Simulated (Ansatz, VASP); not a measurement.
**One calculation of B, two programs**

File INCAR:

```
PREC = Accurate
ENCUT = 500
EDIFF = 1E-6
ISMEAR = 0
SIGMA = 0.1
LREAL = False
LASPH = True
NELM = 120
ALGO = Normal
ISIF = 2
LWAVE = False
LCHARG = False
GGA = PE
NBANDS = 14
GGA_COMPAT = False
```

File KPOINTS:

```
regular mesh
0
Gamma
  8 8 6
```

File POSCAR:

```
B
1.0
    2.8007371658     -1.4542887700      0.0000000000
    2.8007371658      1.4542887700      0.0000000000
   -0.1319137400      0.0000000000      3.2428715751
B
4
Direct
    0.4027028017      0.4027028017      0.6939633876
    0.2692995526      0.2692995526      0.1708990311
    0.7307004474      0.7307004474      0.8291009689
    0.5972971983      0.5972971983      0.3060366124
```

Input for Ansatz:

```yaml
crystal:
  lattice:
    - [2.8007371658, -1.45428877, 0.0]
    - [2.8007371658, 1.45428877, 0.0]
    - [-0.13191374, 0.0, 3.2428715751]
  atoms:
    - { symbol: B, position: [0.4027028017, 0.4027028017, 0.6939633876] }
    - { symbol: B, position: [0.2692995526, 0.2692995526, 0.1708990311] }
    - { symbol: B, position: [0.7307004474, 0.7307004474, 0.8291009689] }
    - { symbol: B, position: [0.5972971983, 0.5972971983, 0.3060366124] }
basis:
  ecutwfc: 420
kpoints:
  mp_grid: { grid: [8, 8, 6] }
hamiltonian:
  xc: pbe
scf:
  occupations: { method: gaussian, width: 0.1 }
  lower_state_search: "off"
output:
  forces: true
  stress: true
  eigenvalues: true
```

Change from the starting cell: the structure that the rattled fcc type (Fm-3m, No. 225) fell into.

Alike in both runs: task single point; functional PBE; k mesh 8 × 8 × 6; occupations gaussian, width 0.1 eV; no spin polarisation.

```csv
,VASP,Ansatz
version,VASP 6.6.1,Ansatz 0.2.0
potentials or method,"VASP PAW PBE potentials, release 64 (B), cutoff 500 eV","scalar-relativistic, plane waves, PAW"
valence electrons in the cell,12,12
```

```csv
,VASP,Ansatz,Ansatz less VASP
gap on the k mesh at the Fermi level (eV),none,none,-
pressure (GPa),0.0,0.0,-0.02
"traceless stress, the component that is largest in VASP (GPa)",-1.01,-0.98,+0.026
rms of the force components (eV/Å),0.011,0.011,-0.0002
```

Atom by atom the forces differ by 0.001 eV/Å (rms over components). A gap of «none» marks a metal or a gap that the smearing closes. With one functional, cell and mesh, what is left measures potentials, basis and numerics.
